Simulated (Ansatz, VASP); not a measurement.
Ni in VASP and in Ansatz

INCAR

```
PREC = Accurate
ENCUT = 600
EDIFF = 1E-6
ISMEAR = 0
SIGMA = 0.1
LREAL = False
LASPH = True
NELM = 200
ALGO = Normal
ISIF = 2
LWAVE = False
LCHARG = False
ISPIN = 2
MAGMOM = 0.81
LORBIT = 11
LMAXMIX = 4
GGA = PE
NBANDS = 15
GGA_COMPAT = False
```

Contents of KPOINTS:

```
regular mesh
0
Gamma
  8 8 8
```

Contents of POSCAR:

```
Ni
1.0
    0.0000000000      1.7679500000      1.7679500000
    1.7679500000      0.0000000000      1.7679500000
    1.7679500000      1.7679500000      0.0000000000
Ni
1
Direct
    0.0000000000      0.0000000000      0.0000000000
```

Input for Ansatz:

```yaml
crystal:
  lattice:
    - [0.0, 1.76795, 1.76795]
    - [1.76795, 0.0, 1.76795]
    - [1.76795, 1.76795, 0.0]
  atoms:
    - { symbol: Ni, position: [0.0, 0.0, 0.0], spin: 0.81 }
basis:
  ecutwfc: 420
kpoints:
  mp_grid: { grid: [8, 8, 8] }
hamiltonian:
  xc: pbe
scf:
  occupations: { method: gaussian, width: 0.1 }
  lower_state_search: "off"
output:
  forces: true
  stress: true
  eigenvalues: true
  populations: true
magnetization:
  spin_polarized: true
```

Alike in both runs: task single point; functional PBE; k mesh 8 × 8 × 8; occupations gaussian, width 0.1 eV; collinear spin.

|  | VASP | Ansatz |
| --- | --- | --- |
| version | VASP 6.6.1 | Ansatz 0.2.0 |
| potentials or method | VASP PAW PBE potentials, release 64 (Ni), cutoff 600 eV | scalar-relativistic, plane waves, PAW |
| valence electrons in the cell | 10 | 18 |

Ansatz gave:

| Item | Value |
| --- | --- |
| gap on the k mesh at the Fermi level (eV) | none |
| pressure (GPa) | -2.6 |
| net moment per atom (μB) | 0.70 |
| size of the moment on the site where the two differ most (μB) | 0.74 |

Estimate VASP's values.

gap on the k mesh at the Fermi level (eV): none; pressure (GPa): -2.8; net moment per atom (μB): 0.70; size of the moment on the site where the two differ most (μB): 0.71.

Site moments also hang on the region over which each program counts them. A gap of «none» marks a metal or a gap that the smearing closes. VASP's potentials hold 10 valence electrons a cell and Ansatz's 18, so a difference there can come from the potentials and not from the codes.

The k mesh is coarse, so the values compare programs but aren't converged.
